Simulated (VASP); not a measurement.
Here is a VASP 6.6.1 calculation.

INCAR

```
PREC = Accurate ; ENCUT = 520
EDIFF = 1E-8 ; ISMEAR = 0
SIGMA = 0.05 ; LREAL = F
LASPH = T ; NELM = 100
ALGO = Normal ; ISIF = 2
LWAVE = F ; LCHARG = F
GGA = PE ; LEFG = T
NBANDS = 11
```

Contents of KPOINTS:

```
Automatic mesh
0
Gamma
  20 20 20
```

File POSCAR:

```
Pd
1.0
    0.0000000000      1.9465000000      1.9465000000
    1.9465000000      0.0000000000      1.9465000000
    1.9465000000      1.9465000000      0.0000000000
Pd
1
Direct
    0.0000000000      0.0000000000      0.0000000000
```

Potentials or basis: VASP PAW PBE potentials, release 64 (Pd).

Command:

```sh
$ cat potpaw_PBE.64/Pd/POTCAR > POTCAR
$ mpirun -np 1 vasp_std > vasp.out
```

**Question.** Predict the pressure.

**Answer.** 6.6 GPa.

**Question.** What does it give for the band gap on the k mesh?

**Answer.** Zero (bands 5 and 6 overlap by 1.59 eV).

Caveat: the cell stands under pressure.
